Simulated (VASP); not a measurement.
Crystal: GaSb.

```
CELL_PARAMETERS angstrom
-1.58642 2.72747 2.95006
1.58642 -2.72747 2.95006
1.58642 2.72747 -2.95006
ATOMIC_POSITIONS crystal
Sb 0.50000 0.50000 0.00000
Ga 0.00000 0.00000 0.00000
```

Base run:

| Quantity | Value |
| --- | --- |
| Program | VASP 6.6.1 |
| Functional | r2SCAN |
| Potentials or basis | VASP PAW PBE potentials, release 64 (Sb, Ga_d) |
| Cutoff | 520 eV |
| k mesh | 10 × 10 × 10 |
| Occupations | fermi-dirac, width 0.05 eV |
| Spin | no spin polarisation |

Its results: band gap on the k mesh zero (band 9 reaches 7.69 eV, above the bottom of band 10 at 3.40 eV); pressure -4.4 GPa.

Task: The run is repeated on the same cell with these changes: functional from r2SCAN to PBEsol. What comes out?

Result: Band gap on the k mesh zero (band 9 reaches 7.52 eV, above the bottom of band 10 at 3.44 eV); pressure -5.5 GPa.

Caveats: the PAW data sets were made with another functional, which shifts forces and pressure a little; spin-orbit coupling is left out, which moves the levels of the heavy elements.
